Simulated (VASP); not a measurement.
A run of VASP 6.6.1:

Contents of INCAR:

```
PREC = Accurate ; ENCUT = 520
EDIFF = 1E-6 ; ISMEAR = -1
SIGMA = 0.05 ; LREAL = False
LASPH = True ; NELM = 60
ALGO = Normal ; ISIF = 2
LWAVE = False ; LCHARG = False
GGA = PS ; NBANDS = 16
```

Contents of KPOINTS:

```
Automatic mesh
0
Gamma
  8 8 8
```

The input POSCAR:

```
ZrS
1.0
    0.0000000000      2.5895226780      2.5895226780
    2.5895226780      0.0000000000      2.5895226780
    2.5895226780      2.5895226780      0.0000000000
Zr S
1 1
Direct
    0.0000000000      0.0000000000      0.0000000000
    0.5000000000      0.5000000000      0.5000000000
```

Potentials or basis: VASP PAW PBE potentials, release 64 (Zr_sv, S).

The run is started by

```bash
$ cat potpaw_PBE.64/Zr_sv/POTCAR potpaw_PBE.64/S/POTCAR > POTCAR
$ mpirun -np 1 vasp_std > vasp.out
```

Hardware: 1 thread of AMD EPYC 7R13 (shared host).

Q: How long does it take, and how much memory?

A: Run time: 35 s on 1 thread of AMD EPYC 7R13, on a shared host, peak memory 0.13 GiB. Counts: scf iterations 12, k points 29.
